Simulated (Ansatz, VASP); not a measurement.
**Ca: VASP beside Ansatz**

```xyz
1
Lattice="0.0000 2.7280 2.7280 2.7280 0.0000 2.7280 2.7280 2.7280 0.0000" Properties=species:S:1:pos:R:3 pbc="T T T"
Ca    0.0000    0.0000    0.0000
```

Change from the starting cell: volume scaled by 1, PAW files.

Alike in both runs: task single point; functional PBEsol; k mesh 13 × 13 × 13; occupations fermi-dirac, width 0.05 eV; no spin polarisation.

|  | VASP | Ansatz |
| --- | --- | --- |
| version | VASP 6.6.1 | Ansatz 0.2.0 |
| potentials or method | VASP PAW PBE potentials, release 64 (Ca_sv) | PAW with Ansatz's default frozen-core files, scalar-relativistic |
| plane-wave cutoff (eV) | 520 | 420 |
| valence electrons in the cell | 10 | 10 |

```tsv
	VASP	Ansatz	Ansatz less VASP
pressure (GPa)	0.0	0.0	-0.01
```

VASP's potentials were made for PBE, not for PBEsol.
